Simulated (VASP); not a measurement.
# Ta (Im-3m) in VASP: a series of runs, part 2 of 2

VASP 6.6.1. The steps go on from the part before.

## Step 3: Single point, r2SCAN+rVV10

This run uses another cell than the first one, of 18.01 Å³/atom, 1.020 times its volume.

The input, POSCAR:

```
Ta
1.0
   -1.6512800000      1.6512800000      1.6512800000
    1.6512800000     -1.6512800000      1.6512800000
    1.6512800000      1.6512800000     -1.6512800000
Ta
1
Direct
    0.0000000000      0.0000000000      0.0000000000
```

The input, INCAR.step1:

```
SYSTEM = Ta
PREC     = Accurate       ! precision mode
ENCUT    = 520            ! plane-wave cutoff, eV
ISMEAR   = 1              ! smearing method
SIGMA    = 0.05           ! smearing width, eV
LREAL    = .False.        ! projectors in reciprocal space
LASPH    = .True.         ! aspherical terms in the spheres
NELM     = 100            ! most SCF steps
NBANDS   = 12             ! bands
GGA      = PE             ! functional
ALGO     = Normal         ! electronic algorithm
EDIFF    = 1E-4           ! SCF threshold, eV
LWAVE    = .True.         ! write WAVECAR
LCHARG   = .False.        ! write CHGCAR
```

The input, INCAR.step2:

```
SYSTEM = Ta
PREC     = Accurate       ! precision mode
ENCUT    = 520            ! plane-wave cutoff, eV
EDIFF    = 1E-6           ! SCF threshold, eV
ISMEAR   = 1              ! smearing method
SIGMA    = 0.05           ! smearing width, eV
LREAL    = .False.        ! projectors in reciprocal space
LASPH    = .True.         ! aspherical terms in the spheres
NELM     = 100            ! most SCF steps
ALGO     = Normal         ! electronic algorithm
ISIF     = 2              ! what is computed and relaxed
LWAVE    = .False.        ! write WAVECAR
LCHARG   = .True.         ! write CHGCAR
METAGGA  = R2SCAN         ! meta-GGA
LMIXTAU  = .True.       
LUSE_VDW = .True.       
IVDW_NL  = 2            
BPARAM   = 11.95        
CPARAM   = 0.0093       
LELF     = .True.         ! ELF
LVHAR    = .True.       
NBANDS   = 12             ! bands
ISTART   = 1
```

The input, KPOINTS:

```
Automatic mesh
0
Gamma
  11 11 11
  0 0 0
```

Potentials or basis: VASP PAW PBE potentials, release 64 (Ta_pv).

The run is started by

```console
cat potpaw_PBE.64/Ta_pv/POTCAR > POTCAR
cp INCAR.step1 INCAR
mpirun -np 1 vasp_std > vasp.out
cp INCAR.step2 INCAR
mpirun -np 1 vasp_std > vasp.out
```

OUTCAR:

```text
SYSTEM = Ta
   PREC = Accurate
   ENCUT = 520
   EDIFF = 1E-6
   ISMEAR = 1
   LREAL = .False.
   LASPH = .True.
   NELM = 100
   ISIF = 2
   METAGGA = R2SCAN
   IVDW_NL = 2
   BPARAM = 11.95
   ISTART = 1

 ion  position               nearest neighbor table
   1  0.000  0.000  0.000-

  LATTYP: Found a body centered cubic cell.
 ALAT       =     3.3025600000

  Lattice vectors:

 A1 = (  -1.6512800000,   1.6512800000,   1.6512800000)
 A2 = (   1.6512800000,  -1.6512800000,   1.6512800000)
 A3 = (   1.6512800000,   1.6512800000,  -1.6512800000)

Analysis of symmetry for initial positions (statically):
=====================================================================
 Subroutine PRICEL returns:
 Original cell was already a primitive cell.

 Routine SETGRP: Setting up the symmetry group for a
 body centered cubic supercell.

 Subroutine GETGRP returns: Found 48 space group operations
 (whereof 48 operations were pure point group operations)
 out of a pool of 48 trial point group operations.

The static configuration has the point symmetry O_h .

Analysis of symmetry for dynamics (positions and initial velocities):
[... 164 lines left out ...]
 fundamental gap:      0.0315001797
 Fermi energy:         5.2836873742

 k-point     1 :       0.0000    0.0000    0.0000
  band No.  band energies     occupation
      1     -28.8800      2.00000
      2     -28.8800      2.00000
      3     -28.8800      2.00000
      4      -3.0278      2.00000
      5       6.1637     -0.00000
      6       6.1637     -0.00000
      7       6.1637     -0.00000
      8       9.6526      0.00000
      9       9.6526      0.00000
     10      17.4563      0.00000
     11      21.0812      0.00000
     12      21.0812      0.00000
[... 331 lines left out ...]
 k-point    24 :       0.3636    0.1818    0.0909
  band No.  band energies     occupation
      1     -29.9010      2.00000
      2     -29.4416      2.00000
      3     -29.0830      2.00000
      4       2.3523      2.00000
      5       3.6580      2.00000
      6       5.2219      2.07088
      7      10.0862      0.00000
      8      10.6818      0.00000
      9      15.0872      0.00000
     10      15.8059      0.00000
     11      17.4607      0.00000
     12      19.3046      0.00000

 [... further k-points ...]
[... 5 lines left out ...]
  --------------------------------------------------------------------------------------
  -------------------------------------------------------------------------------------
  Total       -0.0746573     -0.0746573     -0.0746573     -0.0000000     -0.0000000     -0.0000000
  in kB       -6.6414198     -6.6414198     -6.6414198     -0.0000000     -0.0000000     -0.0000000
  external PRESSURE =      -6.6414198 kB  Pullay stress =       0.0000000 kB

 VOLUME and BASIS-vectors are now :
 -----------------------------------------------------------------------------
  energy-cutoff  :      520.00
  volume of cell :       18.01
      direct lattice vectors                 reciprocal lattice vectors
    -1.651280000  1.651280000  1.651280000     0.000000000  0.302795407  0.302795407
     1.651280000 -1.651280000  1.651280000     0.302795407  0.000000000  0.302795407
     1.651280000  1.651280000 -1.651280000     0.302795407  0.302795407  0.000000000

 POSITION                                       TOTAL-FORCE (eV/Angst)
 -----------------------------------------------------------------------------------
      0.00000      0.00000      0.00000         0.000000     -0.000000     -0.000000
 -----------------------------------------------------------------------------------
    total drift:                                0.000000      0.000000      0.000000

  FREE ENERGIE OF THE ION-ELECTRON SYSTEM (eV)
  ---------------------------------------------------
  free  energy   TOTEN  =       -48.4082065995 eV

  energy  without entropy=      -48.4076780287  energy(sigma->0) =      -48.40803041
```

OUTCAR.step1:

```text
SYSTEM = Ta
   PREC = Accurate
   ENCUT = 520
   ISMEAR = 1
   LREAL = .False.
   LASPH = .True.
   NELM = 100
[... 577 lines left out ...]
 -----------------------------------------------------------------------------------
      0.00000      0.00000      0.00000         0.000000      0.000000     -0.000000
 -----------------------------------------------------------------------------------
    total drift:                               -0.000000      0.000000      0.000000

  FREE ENERGIE OF THE ION-ELECTRON SYSTEM (eV)
  ---------------------------------------------------
  free  energy   TOTEN  =       -11.8151433563 eV

  energy  without entropy=      -11.8153792351  energy(sigma->0) =      -11.81522198
```

Run time: 42 s. Hardware: 1 thread of Intel Xeon Platinum 8488C (Sapphire Rapids), shared host; peak memory 0.22 GiB.

What came out:

| Property | Result |
| --- | --- |
| Free energy | -48.4082 eV |
| Pressure | -0.7 GPa |

Caveat: the PAW data sets were made with another functional, which shifts forces and pressure a little; spin-orbit coupling is left out, which moves the levels of the heavy elements.

## Step 4: Single point, r2SCAN+rVV10

This run uses another cell than the first one, of 18.37 Å³/atom, 1.041 times its volume.

The input, POSCAR:

```
Ta
1.0
   -1.6622159478      1.6622159478      1.6622159478
    1.6622159478     -1.6622159478      1.6622159478
    1.6622159478      1.6622159478     -1.6622159478
Ta
1
Direct
    0.0000000000      0.0000000000      0.0000000000
```

The input, INCAR.step1:

```
SYSTEM = Ta
PREC = Accurate
ENCUT = 520
ISMEAR = 1
SIGMA = 0.05
LREAL = .False.
LASPH = .True.
NELM = 60
NBANDS = 12
GGA = PE
ALGO = Normal
EDIFF = 1E-4
LWAVE = .True.
LCHARG = .False.
```

The input, INCAR.step2:

```
SYSTEM = Ta
PREC = Accurate
ENCUT = 520
EDIFF = 1E-6
ISMEAR = 1
SIGMA = 0.05
LREAL = .False.
LASPH = .True.
NELM = 60
ALGO = Normal
ISIF = 2
LWAVE = .False.
LCHARG = .True.
METAGGA = R2SCAN
LMIXTAU = .True.
LUSE_VDW = .True.
IVDW_NL = 2
BPARAM = 11.95
CPARAM = 0.0093
LELF = .True.
LVHAR = .True.
NBANDS = 12
ISTART = 1
```

KPOINTS is that of step 3.

The run is started by

```console
cat potpaw_PBE.64/Ta_pv/POTCAR > POTCAR
cp INCAR.step1 INCAR
mpirun -np 1 vasp_std > vasp.out
cp INCAR.step2 INCAR
mpirun -np 1 vasp_std > vasp.out
```

Run time: 50 s. Hardware: 1 thread of Intel Xeon Platinum 8488C (Sapphire Rapids), shared host; peak memory 0.22 GiB.

It converged, with:

```yaml
Free_energy: -48.4027 eV
Pressure: -4.2 GPa
```

Levels at points of the mesh, in eV from the Fermi level:
```tsv
k point	band 2	band 3	band 4	band 5	band 6	band 7	band 8	band 9
(0.00, 0.00, 0.00)	-34.25	-34.25	-8.23	0.89	0.89	0.89	4.30	4.30
```

Caveat: the PAW data sets were made with another functional, which shifts forces and pressure a little; spin-orbit coupling is left out, which moves the levels of the heavy elements.

## Step 5: Summary

```tsv
cell	gap on the mesh (eV)	pressure (GPa)
a = 2.841 Å, angles 109.5°, 1 atom	none	3.4
a = 2.860 Å, angles 109.5°, 1 atom	none	-0.7
a = 2.879 Å, angles 109.5°, 1 atom	none	-4.2
```

Alike in all rows: task single point; level r2SCAN+rVV10; potentials or basis VASP PAW PBE potentials, release 64 (Ta_pv); no spin polarisation; k mesh 11 × 11 × 11; cutoff (eV) 520; smearing methfessel-paxton 0.05 eV.

Caveats: the PAW data sets were made with another functional, which shifts forces and pressure a little; spin-orbit coupling is left out, which moves the levels of the heavy elements.

Total energies depend on the potentials used, so only differences within one code and one set of settings carry meaning.
